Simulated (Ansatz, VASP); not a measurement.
**Two plane-wave programs on WC**

```
W C
1.0
     2.80490    0.00000    0.00000
    -1.40245    2.53033    0.00000
     0.00000    0.00000    2.84708
W C
1 1
Direct
  0.00000 0.00000 0.00000
  0.66667 0.33333 0.50000
```

Change from the starting cell: strain -0.0400 x Voigt [1, 0, 0, 0, 0, 0], atoms carried along.

Alike in both runs: task single point; functional PBE; k mesh 24 × 24 × 22; occupations gaussian, width 0.15 eV; no spin polarisation.

|  | VASP | Ansatz |
| --- | --- | --- |
| version | VASP 6.6.1 | Ansatz 0.2.0 |
| potentials or method | VASP PAW PBE potentials, release 64 (W_sv, C), cutoff 520 eV | scalar-relativistic, plane waves, PAW |
| valence electrons in the cell | 18 | 18 |

|  | VASP | Ansatz | Ansatz less VASP |
| --- | --- | --- | --- |
| gap on the k mesh at the Fermi level (eV) | none | none | - |
| pressure (GPa) | 18.1 | 16.8 | -1.33 |
| traceless stress, the component that is largest in VASP (GPa) | 16.48 | 16.52 | +0.031 |
| rms of the force components (eV/Å) | 0.138 | 0.135 | -0.0027 |

Atom by atom the forces differ by 0.003 eV/Å (rms over components). A gap of «none» marks a metal or a gap that the smearing closes.

Spin-orbit coupling is off throughout.
